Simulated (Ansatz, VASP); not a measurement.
**TePb in VASP and in Ansatz**

INCAR

```
PREC = Accurate
ENCUT = 500
EDIFF = 1E-7
ISMEAR = 0
SIGMA = 0.02
LREAL = F
LASPH = T
NELM = 120
ALGO = Normal
ISIF = 3
LWAVE = F
LCHARG = F
IBRION = 2
NSW = 100
EDIFFG = -0.002
GGA_COMPAT = F
NELMIN = 4
```

Contents of KPOINTS:

```
Automatic mesh
0
Gamma
  8 8 8
```

The input POSCAR:

```
TePb
1.0
    0.0000000000      3.2708968100      3.2708968100
    3.2708968100      0.0000000000      3.2708968100
    3.2708968100      3.2708968100      0.0000000000
Te Pb
1 1
Direct
    0.0000000000      0.0000000000      0.0000000000
    0.5000000000      0.5000000000      0.5000000000
```

Input for Ansatz:

```yaml
crystal:
  lattice:
    - [0.0, 3.27089681, 3.27089681]
    - [3.27089681, 0.0, 3.27089681]
    - [3.27089681, 3.27089681, 0.0]
  atoms:
    - { symbol: Te, position: [0.0, 0.0, 0.0] }
    - { symbol: Pb, position: [0.5, 0.5, 0.5] }
basis:
  ecutwfc: 420
kpoints:
  mp_grid: { grid: [8, 8, 8] }
hamiltonian:
  xc: lda
scf:
  occupations: { method: gaussian, width: 0.02 }
output:
  forces: true
  stress: true
  eigenvalues: true
relax:
  adjacent_minimum: "off"
  f_tol: 0.002
  max_steps: 80
  cell: { stress_tol: 0.02 }
```

Alike in both runs: task relaxation of cell and atoms; functional LDA; k mesh 8 × 8 × 8; occupations gaussian, width 0.02 eV; no spin polarisation.

```csv
,VASP,Ansatz
version,VASP 6.6.1,Ansatz 0.2.0
potentials or method,"VASP PAW LDA potentials, release 64 (Te, Pb_d), cutoff 500 eV","scalar-relativistic, plane waves, PAW"
valence electrons in the cell,20,30
```

VASP gave:

- gap on the k mesh at the Fermi level, each at its own relaxed structure (eV): 0.56
- relaxed volume (Å³/atom): 32.52
- relaxed cell length with the largest relative difference (Å): 4.514

Q: What did Ansatz give for the same quantities?

A: gap on the k mesh at the Fermi level, each at its own relaxed structure (eV): 0.57; relaxed volume (Å³/atom): 32.47; relaxed cell length with the largest relative difference (Å): 4.512.

LDA's correlation is that of Perdew and Zunger in VASP and of Perdew and Wang (1992) in Ansatz. VASP's potentials hold 20 valence electrons a cell and Ansatz's 30, so a difference there can come from the potentials and not from the codes.

Neither program's run includes spin-orbit coupling.
